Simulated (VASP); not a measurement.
Crystal: Ba3AlN3.

```
Ba Al N
1.0
     8.38469    0.00000    0.00000
    -4.19234    7.26135    0.00000
     0.00000    0.00000    5.60998
Ba Al N
6 2 6
Cartesian
  5.2319 4.6234 1.4025
  5.5803 0.4187 1.4025
  1.7648 2.2193 1.4025
  -1.0395 2.6380 4.2075
  -1.3880 6.8426 4.2075
  2.4275 5.0421 4.2075
  4.1923 2.4205 4.2075
  0.0000 4.8409 1.4025
  4.9683 4.1080 4.2075
  5.2658 0.9047 4.2075
  2.3429 2.2487 4.2075
  -0.7759 3.1534 1.4025
  -1.0735 6.3567 1.4025
  1.8494 5.0127 1.4025
```

Base run:

```yaml
Program: VASP 6.6.1
Functional: r2SCAN
Potentials_or_basis: VASP PAW PBE potentials, release 64 (Ba_sv, Al, N)
Cutoff: 520 eV
k_mesh: 4 × 4 × 5
Occupations: fermi-dirac, width 0.02 eV
Spin: no spin polarisation
```

Its results: band gap on the k mesh 0.51 eV (least direct gap 0.59 eV); pressure -0.9 GPa.

The run is repeated on the same cell with these changes: functional from r2SCAN to PBE. What comes out?

Band gap on the k mesh 0.31 eV (least direct gap 0.39 eV); pressure 0.0 GPa.

Caveats: spin-orbit coupling is left out, which moves the levels of the heavy elements; an odd mesh through Γ misses points on the zone boundary, where band edges can lie; the PAW data sets were made with another functional, which shifts forces and pressure a little (at least some runs).
